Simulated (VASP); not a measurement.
# LiTa16 (a cell with a defect) in VASP: further runs

The runs below take LiTa16 (a cell with a defect) through single point, with PBE.

Program: VASP 6.6.1. These are calculated values, not measurements. Logs are shortened: lines on timing, memory, paths and dates and some standing lists are left out, and cuts for length are marked.

### 1 The cell of the first run

The cell holds a defect, 17 atoms: a = 6.620 Å, b = 6.620 Å, c = 6.620 Å, α = 90.00°, β = 90.00°, γ = 90.00°.

### 2 Single point, PBE

The input, INCAR:

```
ALGO = Normal
EDIFF = 1E-6
ENCUT = 520
GGA = PE
ISIF = 2
ISMEAR = -1
LASPH = T
LCHARG = F
LREAL = Auto
LWAVE = F
NBANDS = 104
NELM = 60
PREC = Accurate
SIGMA = 0.05
```

The input, KPOINTS:

```
k-points
0
Gamma
  2 2 2
```

The input, POSCAR:

```
LiTa16
1.0
    6.6200000000      0.0000000000      0.0000000000
    0.0000000000      6.6200000000      0.0000000000
    0.0000000000      0.0000000000      6.6200000000
Ta Li
16 1
Direct
   -0.0216163142      0.0002416918      0.0035347432
    0.4848791541     -0.0275981873      0.0003021148
    0.0003474320      0.4753625378      0.0023716012
    0.0058459215     -0.0055287009      0.5002114804
    0.2609516616      0.2366314199      0.2485196375
    0.4633081571      0.5326435045     -0.0024018127
    0.5069033233      0.0023716012      0.5118126888
    0.7584743202      0.2451057402      0.2812386707
    0.0243051360      0.4989425982      0.4901510574
    0.2442598187      0.7609365559      0.2604380665
    0.2536102719      0.2452265861      0.7472507553
    0.5030513595      0.5204380665      0.5061933535
    0.7561178248      0.7362235650      0.2503323263
    0.7700755287      0.2645468278      0.7080513595
    0.2266465257      0.7630664653      0.7379607251
    0.7691993958      0.7407703927      0.7546072508
    0.6138821752      0.2710271903      0.0018580060
```

Potentials or basis: VASP PAW PBE potentials, release 64 (Ta_pv, Li_sv).

Launch:

```bash
$ cat potpaw_PBE.64/Ta_pv/POTCAR potpaw_PBE.64/Li_sv/POTCAR > POTCAR
$ mpirun -np 1 vasp_std > vasp.out
```

OUTCAR:

```text
EDIFF = 1E-6
   ENCUT = 520
   GGA = PE
   ISIF = 2
   ISMEAR = -1
   LASPH = T
   LREAL = Auto
   NELM = 60
   PREC = Accurate

 ion  position               nearest neighbor table
   1  0.978  0.000  0.004-  16 2.75  13 2.81   8 2.85  15 2.87  10 2.92   5 2.93  14 2.96  11 2.97
                            17 3.01   3 3.15   2 3.27   4 3.29   4 3.34   2 3.36   3 3.48
   2  0.485  0.972  0.000-  17 2.15  10 2.73  15 2.80   5 2.82  13 2.90  11 2.90   6 2.91  16 2.92
                             8 3.16   7 3.24   1 3.27  14 3.32   1 3.36   7 3.40
   3  0.000  0.475  0.002-  11 2.83  14 2.84  16 2.85   5 2.85  13 2.88   8 2.88  17 2.89  15 2.99
                            10 3.02   6 3.09   1 3.15   9 3.24   9 3.40   1 3.48   6 3.58
   4  0.006  0.994  0.500-  15 2.64  10 2.72  14 2.74   8 2.75  16 2.85  11 2.85   5 2.86  13 2.90
                             9 3.28   1 3.29   7 3.30   7 3.32   1 3.34   9 3.34
   5  0.261  0.237  0.249-   2 2.82   9 2.83   7 2.85   3 2.85  17 2.86   4 2.86   6 2.90   1 2.93
                            12 3.00  10 3.15   8 3.30  11 3.30  11 3.32   8 3.33  10 3.47
   6  0.463  0.533  0.998-  17 2.00  10 2.72  15 2.78  11 2.88  13 2.89   5 2.90   2 2.91  16 2.93
                             3 3.09  12 3.26  14 3.31   8 3.31  12 3.38   3 3.58
   7  0.507  0.002  0.512-   8 2.77  14 2.78  11 2.80   5 2.85  15 2.86  10 2.89  16 2.93  13 2.97
                            12 3.19   2 3.24   4 3.30   4 3.32   2 3.40  12 3.43
   8  0.758  0.245  0.281-  17 2.09   4 2.75   7 2.77   9 2.80  14 2.83   1 2.85   3 2.88  12 2.90
                             2 3.16  13 3.26   5 3.30   6 3.31   5 3.33  13 3.38
   9  0.024  0.499  0.490-  14 2.71  10 2.73  15 2.75   8 2.80  11 2.83   5 2.83  13 2.85  16 2.91
                            12 3.17   3 3.24   4 3.28   4 3.34   3 3.40  12 3.46
  10  0.244  0.761  0.260-   4 2.72   6 2.72   9 2.73   2 2.73  12 2.85   7 2.89   1 2.92   3 3.02
                             5 3.15  15 3.16  13 3.24  13 3.39  15 3.46   5 3.47
  11  0.254  0.245  0.747-   7 2.80   3 2.83   9 2.83   4 2.85   6 2.88   2 2.90  17 2.93  12 2.93
                             1 2.97  15 3.20  14 3.21   5 3.30   5 3.32  14 3.43  15 3.43
  12  0.503  0.520  0.506-  13 2.78  14 2.79  16 2.82  10 2.85  15 2.88   8 2.90  11 2.93   5 3.00
                             9 3.17   7 3.19   6 3.26   6 3.38   7 3.43   9 3.46
  13  0.756  0.736  0.250-  12 2.78   1 2.81   9 2.85   3 2.88   6 2.89   4 2.90   2 2.90   7 2.97
                            10 3.24   8 3.26  16 3.28  16 3.34   8 3.38  10 3.39
  14  0.770  0.265  0.708-  17 2.20   9 2.71   4 2.74   7 2.78  12 2.79   8 2.83   3 2.84   1 2.96
                            16 3.17  11 3.21   6 3.31   2 3.32  11 3.43  16 3.48
  15  0.227  0.763  0.738-   4 2.64   9 2.75   6 2.78   2 2.80   7 2.86   1 2.87  12 2.88   3 2.99
                            16 3.03  10 3.16  11 3.20  11 3.43  10 3.46  16 3.60
  16  0.769  0.741  0.755-   1 2.75  12 2.82   4 2.85   3 2.85   9 2.91   2 2.92   6 2.93   7 2.93
                            15 3.03  14 3.17  13 3.28  13 3.34  14 3.48  15 3.60
  17  0.614  0.271  0.002-   6 2.00   8 2.09   2 2.15  14 2.20   5 2.86   3 2.89  11 2.93   1 3.01

  LATTYP: Found a simple cubic cell.
 ALAT       =     6.6200000000

  Lattice vectors:

 A1 = (   6.6200000000,   0.0000000000,   0.0000000000)
 A2 = (   0.0000000000,   6.6200000000,   0.0000000000)
 A3 = (   0.0000000000,   0.0000000000,   6.6200000000)

Analysis of symmetry for initial positions (statically):
=====================================================================
 Subroutine PRICEL returns:
 Original cell was already a primitive cell.

 Routine SETGRP: Setting up the symmetry group for a
 simple cubic supercell.

 Subroutine GETGRP returns: Found  1 space group operations
 (whereof  1 operations were pure point group operations)
 out of a pool of 48 trial point group operations.

The static configuration has the point symmetry C_1 .

Analysis of symmetry for dynamics (positions and initial velocities):
=====================================================================
 Subroutine PRICEL returns:
 Original cell was already a primitive cell.

 Routine SETGRP: Setting up the symmetry group for a
 simple cubic supercell.

 Subroutine GETGRP returns: Found  1 space group operations
 (whereof  1 operations were pure point group operations)
 out of a pool of 48 trial point group operations.

The dynamic configuration has the point symmetry C_1 .

 Subroutine INISYM returns: Found  1 space group operations
 (whereof  1 operations are pure point group operations),
 and found     1 'primitive' translations

----------------------------------------------------------------------------------------

                                     Primitive cell

  volume of cell :     290.1175
[... 60 lines left out ...]
     0.000000000  0.075528701  0.000000000     0.000000000  0.500000000  0.000000000
     0.000000000  0.000000000  0.075528701     0.000000000  0.000000000  0.500000000

  Length of vectors
     0.075528701  0.075528701  0.075528701

  Shift w.r.t. Gamma in fractional coordinates (k-lattice)
     0.000000000  0.000000000  0.000000000

 Subroutine IBZKPT returns following result:
 ===========================================

 Found      8 irreducible k-points:

 Following reciprocal coordinates:
            Coordinates               Weight
  0.000000  0.000000  0.000000      1.000000
  0.500000  0.000000  0.000000      1.000000
  0.000000  0.500000  0.000000      1.000000
  0.000000  0.000000  0.500000      1.000000
  0.500000  0.500000  0.000000      1.000000
  0.000000  0.500000  0.500000      1.000000
  0.500000  0.000000  0.500000      1.000000
  0.500000  0.500000  0.500000      1.000000
   k-points           NKPTS =      8   k-points in BZ     NKDIM =      8   number of bands    NBANDS=    104
   number of dos      NEDOS =    301   number of ions     NIONS =     17
   total plane-waves  NPLWV = 125000
   dimension x,y,z NGX =    50 NGY =   50 NGZ =   50
   dimension x,y,z NGXF=   100 NGYF=  100 NGZF=  100
   ions per type =              16   1
   NGX,Y,Z   is equivalent  to a cutoff of  12.56, 12.56, 12.56 a.u.
   NGXF,Y,Z  is equivalent  to a cutoff of  25.11, 25.11, 25.11 a.u.
 SYSTEM =  unknown system
   PREC   = accura    normal or accurate (medium, high low for compatibility)
   ISTART =      0    job   : 0-new  1-cont  2-samecut
   ICHARG =      2    charge: 1-file 2-atom 10-const
   ISPIN  =      1    spin polarized calculation?
   LNONCOLLINEAR =      F non collinear calculations
   LSORBIT =      F    spin-orbit coupling
   LASPH  =      T    aspherical Exc in radial PAW
   ENCUT  =  520.0 eV  38.22 Ry    6.18 a.u.  12.31 12.31 12.31*2*pi/ulx,y,z
   NELM   =     60;   NELMIN=  2; NELMDL= -5     # of ELM steps
   EDIFF  = 0.1E-05   stopping-criterion for ELM
   LREAL  =      T    real-space projection
   EDIFFG = 0.1E-04   stopping-criterion for IOM
   NSW    =      0    number of steps for IOM
   IBRION =     -1    ionic relax: 0-MD 1-quasi-New 2-CG
   NFREE  =      0    steps in history (QN), initial steepest desc. (CG)
   ISIF   =      2    stress and relaxation
   ISYM   =      2    0-nonsym 1-usesym 2-fastsym
   POTIM  = 0.5000    time-step for ionic-motion
   TEBEG  =    0.0;   TEEND  =   0.0 temperature during run
   PSTRESS=    0.0 pullay stress
   NELECT =     179.0000    total number of electrons
   NUPDOWN=      -1.0000    fix difference up-down
   EMIN   =  10.00;   EMAX   =-10.00  energy-range for DOS
   EFERMI =   0.00;   METHOD = LEGACY
   ISMEAR =    -1;   SIGMA  =   0.05  broadening in eV -4-tet -1-fermi 0-gaus
   EFERMI_NEDOS =   21; number of points for ismear=-14 and -15
   IALGO  =     38    algorithm
   IMIX   =      4    mixing-type and parameters
     AMIX     =   0.40;   BMIX     =  1.00
     AMIX_MAG =   1.60;   BMIX_MAG =  1.00
  volume/ion in A,a.u.               =      17.07       115.17
  Fermi-wavevector in a.u.,A,eV,Ry     =   1.393695  2.633702 26.427776  1.942387
  Thomas-Fermi vector in A             =   2.517316
   LORBIT       =      0    0 simple, 1 ext, 2 COOP (PROOUT), +10 PAW based schemes
   GGA     = PE    functional components
   LHFCALC =     F    Hartree Fock is set to
   AEXX    =    0.0000 exact exchange contribution
   IVDW    =     0    specifies the selected vdW correction
   LEPSILON=     F    determine dielectric tensor
   LRPA    =     F    only Hartree local field effects (RPA)
 non-spin polarized calculation
  energy-cutoff  :      520.00
  volume of cell :      290.12
 maximum number of plane-waves:      7856
 NGX is ok and might be reduce to    50
   NGX = 25   NGY = 25   NGZ = 25

 number of electron     178.9999996 magnetization

 Free energy of the ion-electron system (eV)
  ---------------------------------------------------
  ext. energy  EPLUGINS =         0.00000000
  ---------------------------------------------------
  free energy    TOTEN  =      -186.81837535 eV

  energy without entropy =     -186.72408294  energy(sigma->0) =     -186.77122915

 E-fermi :   5.8215     XC(G=0): -12.6392

 val. band max:        5.8197177155   @ k =   0.0000   0.5000   0.5000
 cond. band min:       5.8477273676   @ k =   0.5000   0.0000   0.0000
 fundamental gap:      0.0280096520
 Fermi energy:         5.8215155457

 k-point     1 :       0.0000    0.0000    0.0000
  band No.  band energies     occupation
      1     -41.1286      2.00000
      2     -28.7963      2.00000
      3     -28.6742      2.00000
      4     -28.6466      2.00000
      5     -28.6438      2.00000
      6     -28.6176      2.00000
[... 821 lines left out ...]
    100       8.6101      0.00000
    101       8.8241      0.00000
 [bands above 101 left out]

------------------------ aborting loop because EDIFF is reached ----------------------------------------

  FORCE on cell =-STRESS in cart. coord.  units (eV):
  Direction    XX          YY          ZZ          XY          YZ          ZX
  --------------------------------------------------------------------------------------
  -------------------------------------------------------------------------------------
  Total       14.4358603     18.8108953     16.3231095     -0.5189603     -0.4398763      0.1654626
  in kB       79.7222019    103.8833823     90.1445569     -2.8659641     -2.4292216      0.9137691
  external PRESSURE =      91.2500470 kB  Pullay stress =       0.0000000 kB

 VOLUME and BASIS-vectors are now :
 -----------------------------------------------------------------------------
  energy-cutoff  :      520.00
  volume of cell :      290.12
      direct lattice vectors                 reciprocal lattice vectors
     6.620000000  0.000000000  0.000000000     0.151057402  0.000000000  0.000000000
     0.000000000  6.620000000  0.000000000     0.000000000  0.151057402  0.000000000
     0.000000000  0.000000000  6.620000000     0.000000000  0.000000000  0.151057402

 POSITION                                       TOTAL-FORCE (eV/Angst)
 -----------------------------------------------------------------------------------
      6.47690      0.00160      0.02340         0.783194      0.211897     -0.072545
      3.20990      6.43730      0.00200        -0.160472     -0.878860     -0.088134
      0.00230      3.14690      0.01570        -0.281785      1.282399      0.008584
      0.03870      6.58340      3.31140        -0.408779      0.559962     -0.523844
      1.72750      1.56650      1.64520        -0.034730      0.556517      0.129636
      3.06710      3.52610      6.60410        -0.368185      1.765029     -0.052373
[... 9 lines left out ...]
      5.09210      4.90390      4.99550        -1.457244      0.232846     -0.386059
      4.06390      1.79420      0.01230         0.755442     -0.521147     -0.822853
 -----------------------------------------------------------------------------------
    total drift:                               -0.008457      0.001636     -0.001343

  FREE ENERGIE OF THE ION-ELECTRON SYSTEM (eV)
  ---------------------------------------------------
  free  energy   TOTEN  =      -186.8183753493 eV

  energy  without entropy=     -186.7240829420  energy(sigma->0) =     -186.77122915
```

Wall time 5.8 min (1 thread of Intel Xeon Platinum 8488C (Sapphire Rapids), shared host); peak memory 0.44 GiB.

What came out:

* Free energy: -186.8184 eV
* Largest force: 2.495 eV/Å
* Band gap on the k mesh: zero (an odd number of electrons rules out a gap without spin polarisation)

Forces in eV/Å, atoms in the order of the input:
```
Ta   0.783  0.212 -0.073
Ta  -0.160 -0.879 -0.088
Ta  -0.282  1.282  0.009
Ta  -0.409  0.560 -0.524
Ta  -0.035  0.557  0.130
Ta  -0.368  1.765 -0.052
Ta  -0.009 -0.567 -0.657
Ta   0.810 -0.055  0.595
Ta  -1.037 -0.050  0.238
Ta   0.158 -0.708 -0.871
Ta   0.324  0.268  0.257
Ta  -0.334 -0.989 -0.411
Ta  -0.496  0.701  0.191
Ta   0.070 -0.921  0.857
Ta   1.687 -0.888  1.609
Ta  -1.457  0.233 -0.386
Li   0.755 -0.521 -0.823
```

Levels at points of the mesh, in eV from the Fermi level:
```csv
k point,band 88,band 89,band 90,band 91,band 92,band 93
"(0.00, 0.00, 0.00)",0.63,0.69,0.72,0.77,0.97,0.98
"(0.50, 0.00, 0.00)",0.03,0.11,0.14,0.27,0.38,0.43
"(0.00, 0.50, 0.00)",0.04,0.12,0.21,0.31,0.33,0.51
"(0.00, 0.00, 0.50)",-0.02,0.05,0.13,0.20,0.30,0.35
"(0.50, 0.50, 0.00)",-0.57,-0.52,-0.34,-0.29,-0.04,0.20
"(0.00, 0.50, 0.50)",-0.59,-0.35,-0.23,-0.11,0.00,0.08
"(0.50, 0.00, 0.50)",-0.55,-0.39,-0.30,-0.15,-0.10,0.30
"(0.50, 0.50, 0.50)",-1.13,-1.10,-1.06,-0.99,-0.85,-0.75
```

Caveat: the k points lie up to 0.47 Å⁻¹ apart, too coarse for converged energies and pressures of a metal; the cutoff is under 1.25 times the usual one of these potentials, so pressure, stress and relaxed cells hold a basis-set (Pulay) error; spin-orbit coupling is left out, which moves the levels of the heavy elements.

### 3 Single point, PBE

The input, INCAR:

```
SYSTEM = LiTa16
PREC = Accurate
ENCUT = 520
EDIFF = 1E-6
ISMEAR = -1
SIGMA = 0.05
LREAL = Auto
LASPH = .TRUE.
NELM = 100
ALGO = Normal
ISIF = 2
LWAVE = .FALSE.
LCHARG = .TRUE.
GGA = PE
LELF = .TRUE.
LVHAR = .TRUE.
NBANDS = 104
```

The input, KPOINTS:

```
regular mesh
0
G
  2 2 2
  0 0 0
```

The input, POSCAR:

```
LiTa16
1.0
    6.6200000000      0.0000000000      0.0000000000
    0.0000000000      6.6200000000      0.0000000000
    0.0000000000      0.0000000000      6.6200000000
Ta Li
16 1
Direct
    0.0162084592      0.0081117825     -0.0030513595
    0.4960271903     -0.0260120846      0.0017220544
   -0.0109818731      0.5246827795      0.0044864048
    0.0166616314     -0.0075075529      0.4902870091
    0.2589123867      0.2567371601      0.2446827795
    0.4767975831      0.5410574018      0.0103172205
    0.4968882175     -0.0160422961      0.4856042296
    0.7715861027      0.2480362538      0.2798187311
   -0.0127945619      0.5135951662      0.5083081571
    0.2380362538      0.7450906344      0.2517371601
    0.2637915408      0.2498640483      0.7570996979
    0.4872809668      0.4812537764      0.4939728097
    0.7391238671      0.7605287009      0.2579607251
    0.7893655589      0.2209818731      0.7138972810
    0.2552416918      0.7379607251      0.7601057402
    0.7236102719      0.7507552870      0.7435649547
    0.6290030211      0.2783534743      0.0029305136
```

Potentials or basis: VASP PAW PBE potentials, release 64 (Ta_pv, Li_sv).

Launch:

```bash
$ cat potpaw_PBE.64/Ta_pv/POTCAR potpaw_PBE.64/Li_sv/POTCAR > POTCAR
$ mpirun -np 1 vasp_std > vasp.out
```

Run time: 6.1 min. Hardware: 1 thread of Intel Xeon Platinum 8488C (Sapphire Rapids), shared host; peak memory 0.43 GiB.

It converged, with:

```yaml
Free_energy: -186.3065 eV
Largest_force: 2.583 eV/Å
Band_gap_on_the_k_mesh: zero (an odd number of electrons rules out a gap without spin polarisation)
```

Forces in eV/Å, atoms in the order of the input:
```
Ta  -1.295 -0.204  0.307
Ta  -0.613  0.329 -0.136
Ta  -0.129 -1.708 -0.312
Ta  -0.019 -0.259  0.753
Ta  -0.591 -0.318 -0.164
Ta  -0.295 -0.501 -0.044
Ta  -0.133  1.048  1.173
Ta   0.489 -0.073  0.517
Ta   1.140 -0.805 -0.307
Ta   0.110  0.707  0.402
Ta  -0.305 -0.182 -0.180
Ta   1.000  1.147  0.711
Ta   0.840 -1.034 -0.433
Ta  -1.196  1.057  0.373
Ta  -1.527  1.271 -1.651
Ta   2.175 -0.089  0.037
Li   0.350 -0.386 -1.045
```

Levels at points of the mesh, in eV from the Fermi level:
| k point | band 86 | band 87 | band 88 | band 89 | band 90 | band 91 | band 92 | band 93 |
| --- | --- | --- | --- | --- | --- | --- | --- | --- |
| (0.00, 0.00, 0.00) | 0.43 | 0.47 | 0.53 | 0.61 | 0.65 | 0.74 | 0.88 | 0.93 |
| (0.50, 0.00, 0.00) | -0.52 | -0.46 | 0.07 | 0.13 | 0.18 | 0.27 | 0.36 | 0.44 |
| (0.00, 0.50, 0.00) | -0.34 | -0.14 | 0.00 | 0.08 | 0.19 | 0.24 | 0.31 | 0.35 |
| (0.00, 0.00, 0.50) | -0.48 | -0.13 | -0.02 | 0.10 | 0.17 | 0.20 | 0.31 | 0.42 |
| (0.50, 0.50, 0.00) | -0.72 | -0.66 | -0.51 | -0.43 | -0.36 | -0.25 | -0.18 | 0.38 |
| (0.00, 0.50, 0.50) | -0.76 | -0.62 | -0.56 | -0.43 | -0.33 | -0.08 | 0.03 | 0.18 |
| (0.50, 0.00, 0.50) | -0.70 | -0.65 | -0.60 | -0.54 | -0.39 | -0.28 | 0.01 | 0.15 |
| (0.50, 0.50, 0.50) | -1.22 | -1.13 | -1.11 | -1.10 | -1.07 | -0.97 | -0.92 | -0.84 |

Caveat: the k points lie up to 0.47 Å⁻¹ apart, too coarse for converged energies and pressures of a metal; the cutoff is under 1.25 times the usual one of these potentials, so pressure, stress and relaxed cells hold a basis-set (Pulay) error; spin-orbit coupling is left out, which moves the levels of the heavy elements.

The gap in the log of VASP goes by the Fermi energy; the results here count the filled bands.